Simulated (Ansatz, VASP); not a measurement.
One calculation of MgS, two programs

INCAR

```
  ALGO = Normal
  EDIFF = 1E-6
  ENCUT = 520
  GGA = PS
  ISIF = 2
  ISMEAR = -1
  LASPH = T
  LCHARG = T
  LELF = T
  LREAL = F
  LVHAR = T
  LWAVE = F
  NBANDS = 16
  NELM = 80
  PREC = Accurate
  SIGMA = 0.05
```

The input KPOINTS:

```
k-points
0
Gamma
  8 8 4
```

POSCAR

```
MgS
1.0
    4.0877156323      0.0000000000      0.0000000000
   -2.0438578162      3.5400655811      0.0000000000
    0.0000000000      0.0000000000      6.5169393366
S Mg
2 2
Direct
    0.6666666667      0.3333333333      0.8792441500
    0.3333333333      0.6666666667      0.3792441500
    0.3333333333      0.6666666667      0.9957548500
    0.6666666667      0.3333333333      0.4957548500
```

Contents of input.yaml:

```yaml
crystal:
  lattice:
    - [4.0877156323, 0.0, 0.0]
    - [-2.0438578162, 3.5400655811, 0.0]
    - [0.0, 0.0, 6.5169393366]
  atoms:
    - { symbol: S, position: [0.6666666667, 0.3333333333, 0.87924415] }
    - { symbol: S, position: [0.3333333333, 0.6666666667, 0.37924415] }
    - { symbol: Mg, position: [0.3333333333, 0.6666666667, 0.99575485] }
    - { symbol: Mg, position: [0.6666666667, 0.3333333333, 0.49575485] }
kpoints:
  mp_grid: { grid: [8, 8, 4] }
scf:
  occupations: { method: fermi_dirac, width: 0.05 }
hamiltonian:
  xc: pbesol
  pseudopotentials: { kind: all_electron, lapw: { basis_error: 0.001 } }
output:
  forces: true
  stress: true
  eigenvalues: true
```

Change from the starting cell: volume scaled by 1.04.

Alike in both runs: task single point; functional PBEsol; k mesh 8 × 8 × 4; occupations fermi-dirac, width 0.05 eV; no spin polarisation.

|  | VASP | Ansatz |
| --- | --- | --- |
| version | VASP 6.6.1 | Ansatz 0.2.0 |
| potentials or method | VASP PAW PBE potentials, release 64 (S, Mg), cutoff 520 eV | all-electron LAPW, scalar-relativistic |

Ansatz gave:

- gap on the k mesh at the Fermi level (eV): 3.08
- least direct gap on the mesh (eV): 3.08
- pressure (GPa): -2.4
- traceless stress, the component that is largest in VASP (GPa): -0.12
- rms of the force components (eV/Å): 0.028

Problem. Which values does VASP return?

Solution. gap on the k mesh at the Fermi level (eV): 3.08; least direct gap on the mesh (eV): 3.08; pressure (GPa): -2.5; traceless stress, the component that is largest in VASP (GPa): -0.11; rms of the force components (eV/Å): 0.028.

VASP's potentials were made for PBE, not for PBEsol. Atom by atom the forces differ by 0.000 eV/Å (rms over components). Ansatz ran all-electron here, and VASP with PAW potentials.
